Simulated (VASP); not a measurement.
# TiSi (rocksalt type) (Fm-3m) in VASP: relaxation of cell and atoms with PBEsol

Aim: the relaxation of cell and atoms of TiSi (rocksalt type) with PBEsol.

All numbers are computed with VASP 6.6.1; they aren't measurements. Logs are shortened: lines on timing, memory, paths and dates and some standing lists are left out, and cuts for length are marked.

**1. The cell of the first run**

The structure is cubic, space group Fm-3m (No. 225). Conventional cell: a = 4.686 Å, b = 4.686 Å, c = 4.686 Å, α = 90.00°, β = 90.00°, γ = 90.00°. Within 3.1 Å of Ti (site symmetry m-3m) lie 6 Si at 2.34 Å. Within 3.1 Å of Si (site symmetry m-3m) lie 6 Ti at 2.34 Å.

**2. Relaxation of cell and atoms, PBEsol, target pressure 40 GPa, at which the enthalpy is minimised**

File INCAR:

```
PREC     = Accurate       # precision mode
ENCUT    = 600            # plane-wave cutoff, eV
EDIFF    = 1E-7           # SCF threshold, eV
ISMEAR   = -1             # smearing method
SIGMA    = 0.1            # smearing width, eV
LREAL    = False          # projectors in reciprocal space
LASPH    = True           # aspherical terms in the spheres
NELM     = 60             # most SCF steps
ALGO     = Normal         # electronic algorithm
ISIF     = 3              # what is computed and relaxed
LWAVE    = False          # write WAVECAR
LCHARG   = False          # write CHGCAR
GGA      = PS             # functional
IBRION   = 2              # ionic algorithm
NSW      = 32             # ionic steps
EDIFFG   = -0.005         # ionic threshold
PSTRESS  = 400.0
```

File KPOINTS:

```
regular mesh
0
Gamma
  14 14 14
```

File POSCAR:

```
TiSi
1.0
    0.0000000000      2.3429009313      2.3429009313
    2.3429009313      0.0000000000      2.3429009313
    2.3429009313      2.3429009313      0.0000000000
Ti Si
1 1
Direct
    0.0000000000      0.0000000000      0.0000000000
    0.5000000000      0.5000000000      0.5000000000
```

Potentials or basis: VASP PAW PBE potentials, release 64 (Ti_sv, Si).

Launch:

```console
> cat potpaw_PBE.64/Ti_sv/POTCAR potpaw_PBE.64/Si/POTCAR > POTCAR
> mpirun -np 1 vasp_std > vasp.out
```

OUTCAR:

```text
PREC = Accurate
   ENCUT = 600
   EDIFF = 1E-7
   ISMEAR = -1
   LREAL = False
   LASPH = True
   NELM = 60
   ISIF = 3
   GGA = PS
   IBRION = 2
   NSW = 32
   EDIFFG = -0.005
   PSTRESS = 400.0

 ion  position               nearest neighbor table
   1  0.000  0.000  0.000-   2 2.34   2 2.34   2 2.34   2 2.34   2 2.34   2 2.34
   2  0.500  0.500  0.500-   1 2.34   1 2.34   1 2.34   1 2.34   1 2.34   1 2.34

  LATTYP: Found a face centered cubic cell.
 ALAT       =     4.6858018626

  Lattice vectors:

 A1 = (   0.0000000000,   2.3429009313,   2.3429009313)
 A2 = (   2.3429009313,   0.0000000000,   2.3429009313)
 A3 = (   2.3429009313,   2.3429009313,   0.0000000000)

Analysis of symmetry for initial positions (statically):
=====================================================================
 Subroutine PRICEL returns:
 Original cell was already a primitive cell.

 Routine SETGRP: Setting up the symmetry group for a
 face centered cubic supercell.

 Subroutine GETGRP returns: Found 48 space group operations
 (whereof 48 operations were pure point group operations)
 out of a pool of 48 trial point group operations.

The static configuration has the point symmetry O_h .

Analysis of symmetry for dynamics (positions and initial velocities):
=====================================================================
 Subroutine PRICEL returns:
 Original cell was already a primitive cell.

 Routine SETGRP: Setting up the symmetry group for a
 face centered cubic supercell.

 Subroutine GETGRP returns: Found 48 space group operations
 (whereof 48 operations were pure point group operations)
 out of a pool of 48 trial point group operations.

The dynamic configuration has the point symmetry O_h .

 Subroutine INISYM returns: Found 48 space group operations
 (whereof 48 operations are pure point group operations),
 and found     1 'primitive' translations

----------------------------------------------------------------------------------------

                                     Primitive cell

  volume of cell :      25.7212

  direct lattice vectors                    reciprocal lattice vectors
     0.000000000  2.342900931  2.342900931    -0.213410645  0.213410645  0.213410645
     2.342900931  0.000000000  2.342900931     0.213410645 -0.213410645  0.213410645
     2.342900931  2.342900931  0.000000000     0.213410645  0.213410645 -0.213410645

  length of vectors
     3.313362272  3.313362272  3.313362272     0.369638081  0.369638081  0.369638081

  position of ions in fractional coordinates (direct lattice)
     0.000000000  0.000000000  0.000000000
     0.500000000  0.500000000  0.500000000

  ion indices of the primitive-cell ions
   primitive index   ion index
                 1           1
                 2           2

----------------------------------------------------------------------------------------

 KPOINTS: regular mesh

Automatic generation of k-mesh.
 Grid dimensions read from file:
 generate k-points for:   14   14   14

 Generating k-lattice:

  Cartesian coordinates                     Fractional coordinates (reciprocal lattice)
    -0.015243618  0.015243618  0.015243618     0.071428571  0.000000000  0.000000000
     0.015243618 -0.015243618  0.015243618     0.000000000  0.071428571  0.000000000
     0.015243618  0.015243618 -0.015243618     0.000000000  0.000000000  0.071428571

  Length of vectors
     0.026402720  0.026402720  0.026402720

  Shift w.r.t. Gamma in fractional coordinates (k-lattice)
     0.000000000  0.000000000  0.000000000

 Subroutine IBZKPT returns following result:
 ===========================================

 Found    104 irreducible k-points:

 Following reciprocal coordinates:
            Coordinates               Weight
  0.000000  0.000000  0.000000      1.000000
  0.071429  0.000000  0.000000      8.000000
  0.142857  0.000000  0.000000      8.000000
  0.214286  0.000000  0.000000      8.000000
  0.285714  0.000000  0.000000      8.000000
  0.357143  0.000000  0.000000      8.000000
[... 16 lines left out ...]
  0.214286  0.142857  0.000000     24.000000
  0.285714  0.142857  0.000000     24.000000
 [... further k-points ...]
   k-points           NKPTS =    104   k-points in BZ     NKDIM =    104   number of bands    NBANDS=     12
   number of dos      NEDOS =    301   number of ions     NIONS =      2
   total plane-waves  NPLWV =  21952
   dimension x,y,z NGX =    28 NGY =   28 NGZ =   28
   dimension x,y,z NGXF=    56 NGYF=   56 NGZF=   56
   ions per type =               1   1
   NGX,Y,Z   is equivalent  to a cutoff of  14.05, 14.05, 14.05 a.u.
   NGXF,Y,Z  is equivalent  to a cutoff of  28.10, 28.10, 28.10 a.u.
 SYSTEM =  unknown system
   PREC   = accura    normal or accurate (medium, high low for compatibility)
   ISTART =      0    job   : 0-new  1-cont  2-samecut
   ICHARG =      2    charge: 1-file 2-atom 10-const
   ISPIN  =      1    spin polarized calculation?
   LNONCOLLINEAR =      F non collinear calculations
   LSORBIT =      F    spin-orbit coupling
   LASPH  =      T    aspherical Exc in radial PAW
   ENCUT  =  600.0 eV  44.10 Ry    6.64 a.u.   6.62  6.62  6.62*2*pi/ulx,y,z
   NELM   =     60;   NELMIN=  2; NELMDL= -5     # of ELM steps
   EDIFF  = 0.1E-06   stopping-criterion for ELM
   LREAL  =      F    real-space projection
   EDIFFG = -.5E-02   stopping-criterion for IOM
   NSW    =     32    number of steps for IOM
   IBRION =      2    ionic relax: 0-MD 1-quasi-New 2-CG
   NFREE  =      1    steps in history (QN), initial steepest desc. (CG)
   ISIF   =      3    stress and relaxation
   ISYM   =      2    0-nonsym 1-usesym 2-fastsym
   POTIM  = 0.5000    time-step for ionic-motion
   TEBEG  =    0.0;   TEEND  =   0.0 temperature during run
   PSTRESS=  400.0 pullay stress
   NELECT =      16.0000    total number of electrons
   NUPDOWN=      -1.0000    fix difference up-down
   EMIN   =  10.00;   EMAX   =-10.00  energy-range for DOS
   EFERMI =   0.00;   METHOD = LEGACY
   ISMEAR =    -1;   SIGMA  =   0.10  broadening in eV -4-tet -1-fermi 0-gaus
   EFERMI_NEDOS =   21; number of points for ismear=-14 and -15
   IALGO  =     38    algorithm
   IMIX   =      4    mixing-type and parameters
     AMIX     =   0.40;   BMIX     =  1.00
     AMIX_MAG =   1.60;   BMIX_MAG =  1.00
  volume/ion in A,a.u.               =      12.86        86.79
  Fermi-wavevector in a.u.,A,eV,Ry     =   1.397497  2.640887 26.572151  1.952998
  Thomas-Fermi vector in A             =   2.520748
   LORBIT       =      0    0 simple, 1 ext, 2 COOP (PROOUT), +10 PAW based schemes
   GGA     = PS    functional components
   LHFCALC =     F    Hartree Fock is set to
   AEXX    =    0.0000 exact exchange contribution
   IVDW    =     0    specifies the selected vdW correction
   LEPSILON=     F    determine dielectric tensor
   LRPA    =     F    only Hartree local field effects (RPA)
 conjugate gradient relaxation of ions
 non-spin polarized calculation
  energy-cutoff  :      600.00
  volume of cell :       25.72
 maximum number of plane-waves:       882
   NGX = 13   NGY = 13   NGZ = 13

--------------------------------------- Ionic step        1  -------------------------------------------

 number of electron      15.9999999 magnetization

 Free energy of the ion-electron system (eV)
  ---------------------------------------------------
  ext. energy  EPLUGINS =         0.00000000
  ---------------------------------------------------
  free energy    TOTEN  =       -14.40696268 eV

  energy without entropy =      -14.38921302  energy(sigma->0) =      -14.39808785

------------------------ aborting loop because EDIFF is reached ----------------------------------------

  FORCE on cell =-STRESS in cart. coord.  units (eV):
  Direction    XX          YY          ZZ          XY          YZ          ZX
  --------------------------------------------------------------------------------------
  -------------------------------------------------------------------------------------
  Total        6.4460396      6.4460396      6.4460396     -0.0000000     -0.0000000      0.0000000
  in kB      401.5242528    401.5242528    401.5242528     -0.0000000     -0.0000000      0.0000000
  external PRESSURE =       1.5242528 kB  Pullay stress =     400.0000000 kB

 VOLUME and BASIS-vectors are now :
 -----------------------------------------------------------------------------
  energy-cutoff  :      600.00
  volume of cell :       25.72
      direct lattice vectors                 reciprocal lattice vectors
     0.000000000  2.342900931  2.342900931    -0.213410645  0.213410645  0.213410645
     2.342900931  0.000000000  2.342900931     0.213410645 -0.213410645  0.213410645
     2.342900931  2.342900931  0.000000000     0.213410645  0.213410645 -0.213410645
[... 46 lines left out ...]
  FREE ENERGIE OF THE ION-ELECTRON SYSTEM (eV)
  ---------------------------------------------------
  free  energy   TOTEN  =       -14.4183191572 eV

  energy  without entropy=      -14.4005538888  energy(sigma->0) =      -14.40943652

  enthalpy is  TOTEN    =        -7.9853719738 eV   P V=        6.4329471834

--------------------------------------- Ionic step        3  -------------------------------------------

 number of electron      16.0000000 magnetization

 Free energy of the ion-electron system (eV)
  ---------------------------------------------------
  ext. energy  EPLUGINS =         0.00000000
  ---------------------------------------------------
  free energy    TOTEN  =       -14.41064850 eV

  energy without entropy =      -14.39289353  energy(sigma->0) =      -14.40177101

 E-fermi :  11.0731     XC(G=0): -12.3649

 val. band max:       11.0349107991   @ k =   0.2143   0.1429   0.0000
 cond. band min:      11.1113008992   @ k =   0.2143   0.1429   0.0714
 fundamental gap:      0.0763901001
 Fermi energy:        11.0730510345

 k-point     1 :       0.0000    0.0000    0.0000
  band No.  band energies     occupation
      1     -44.8143      2.00000
      2     -21.1860      2.00000
      3     -21.1860      2.00000
      4     -21.1860      2.00000
      5      -0.2529      2.00000
      6      10.8385      1.82521
      7      10.8385      1.82521
      8      10.8385      1.82521
      9      11.4878      0.03111
     10      11.4878      0.03111
     11      15.6538      0.00000
     12      15.6538      0.00000

 k-point     2 :       0.0714    0.0000    0.0000
  band No.  band energies     occupation
      1     -44.8127      2.00000
      2     -21.2003      2.00000
      3     -21.1878      2.00000
      4     -21.1878      2.00000
      5      -0.1376      2.00000
      6      10.6275      1.97704
      7      10.8522      1.80205
      8      10.8522      1.80205
      9      11.3538      0.11385
     10      11.3538      0.11385
     11      15.5016      0.00000
     12      15.9589      0.00000
[... 316 lines left out ...]
 k-point    24 :       0.2857    0.1429    0.0000
  band No.  band energies     occupation
      1     -44.7950      2.00000
      2     -21.3257      2.00000
      3     -21.2225      2.00000
      4     -21.2193      2.00000
      5       1.3087      2.00000
      6       8.6354      2.00000
      7       9.3436      2.00000
      8      10.3043      1.99908
      9      11.4235      0.05839
     10      12.3094      0.00001
     11      15.2587      0.00000
     12      16.6357      0.00000

 [... further k-points ...]
[... 5 lines left out ...]
  --------------------------------------------------------------------------------------
  -------------------------------------------------------------------------------------
  Total        6.4256750      6.4256750      6.4256750      0.0000000      0.0000000     -0.0000000
  in kB      400.0265826    400.0265826    400.0265826      0.0000000      0.0000000     -0.0000000
  external PRESSURE =       0.0265826 kB  Pullay stress =     400.0000000 kB

 VOLUME and BASIS-vectors are now :
 -----------------------------------------------------------------------------
  energy-cutoff  :      600.00
  volume of cell :       25.74
      direct lattice vectors                 reciprocal lattice vectors
     0.000000000  2.343348223  2.343348223    -0.213369910  0.213369910  0.213369910
     2.343348223 -0.000000000  2.343348223     0.213369910 -0.213369910  0.213369910
     2.343348223  2.343348223  0.000000000     0.213369910  0.213369910 -0.213369910

 POSITION                                       TOTAL-FORCE (eV/Angst)
 -----------------------------------------------------------------------------------
      0.00000      0.00000      0.00000         0.000000      0.000000      0.000000
      2.34335      2.34335      2.34335         0.000000      0.000000     -0.000000
 -----------------------------------------------------------------------------------
    total drift:                               -0.000000     -0.000000      0.000000

  FREE ENERGIE OF THE ION-ELECTRON SYSTEM (eV)
  ---------------------------------------------------
  free  energy   TOTEN  =       -14.4106484955 eV

  energy  without entropy=      -14.3928935325  energy(sigma->0) =      -14.40177101

  enthalpy is  TOTEN    =        -7.9854005131 eV   P V=        6.4252479824

 reached required accuracy - stopping structural energy minimisation
```

It took 55 s on 1 thread of Intel Xeon Platinum 8488C (Sapphire Rapids), shared host; peak memory 0.19 GiB.

What came out:

* Free energy: -14.4106 eV
* Relaxed volume: 12.87 Å³/atom
* Relaxed cell: a = 3.314 Å, b = 3.314 Å, c = 3.314 Å, α = 60.00°, β = 60.00°, γ = 60.00°
* Space group after relaxing (to 0.1 Å): Fm-3m (No. 225)
* Energy change on relaxing (the run minimises the enthalpy): -1.8 meV/atom
* Ionic steps: 3
* Pressure after relaxing: 40.0 GPa
* Band gap on the k mesh: zero (bands 8 and 9 overlap by 1.22 eV)

The path:
```
step  energy change (eV)  largest force (eV/Å)  pressure (GPa)  volume (Å³)
   1              0.0000                0.0000           40.15        25.72
   2             -0.0114                0.0000           39.71        25.77
   3             -0.0037                0.0000           40.00        25.74
```

Final structure:
```xyz
2
Lattice="0.0000 2.3433 2.3433 2.3433 0.0000 2.3433 2.3433 2.3433 0.0000" Properties=species:S:1:pos:R:3 pbc="T T T"
Ti    0.0000    0.0000    0.0000
Si    2.3433    2.3433    2.3433
```

Caveat: the cell is relaxed towards a set pressure, so the run minimises the enthalpy, not the energy; the PAW data sets were made with another functional, which shifts forces and pressure a little.
